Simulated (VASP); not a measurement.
Wanted: the native input for a VASP 6.6.1 run.

```yaml
Task: single point
Functional: PBE
Potentials_or_basis: VASP PAW PBE potentials, release 64 (Al, Ga_d, As)
Cutoff: 520 eV
k_mesh: 6 × 6 × 2
Occupations: gaussian, width 0.1 eV
Spin: no spin polarisation
Dipole_correction: no
Further_INCAR_settings: ALGO = Normal; EDIFF = 1e-06; NBANDS = 35
```

The structure of AlGa3As2 lies in POSCAR:

```
AlGa3As2
1.0
    4.0771556600      0.0000000000      0.0000000000
   -2.0385778300      3.5309203800      0.0000000000
    0.0000000000      0.0000000000      8.0484039800
Al Ga As
1 3 2
Direct
    0.6666666700      0.3333333300      0.5000000000
    0.6666666700      0.3333333300      0.0000000000
    0.0000000000      0.0000000000      0.5000000000
    0.0000000000      0.0000000000      0.0000000000
    0.3333333300      0.6666666700      0.7520078400
    0.3333333300      0.6666666700      0.2479921600
```

The input as run:

INCAR

```
  PREC = Accurate
  ENCUT = 520
  EDIFF = 1E-6
  ISMEAR = 0
  SIGMA = 0.1
  LREAL = False
  LASPH = True
  NELM = 60
  ALGO = Normal
  ISIF = 2
  LWAVE = False
  LCHARG = False
  GGA = PE
  NBANDS = 35
```

KPOINTS

```
Automatic mesh
0
Gamma
  6 6 2
```

Potentials or basis: VASP PAW PBE potentials, release 64 (Al, Ga_d, As).

Launch:

```console
$ cat potpaw_PBE.64/Al/POTCAR potpaw_PBE.64/Ga_d/POTCAR potpaw_PBE.64/As/POTCAR > POTCAR
$ mpirun -np 1 vasp_std > vasp.out
```

Results of the run:

The pressure is 6.0 GPa and the largest force is 0.559 eV/Å. The band gap on the k mesh is zero (band 26 reaches 6.18 eV, above the bottom of band 27 at 4.10 eV).

Caveat: the k points lie up to 0.39 Å⁻¹ apart.

Wall time 30 s on 1 thread of Intel(R) Xeon(R) 6975P-C (Granite Rapids), on a shared host, peak memory 0.24 GiB.
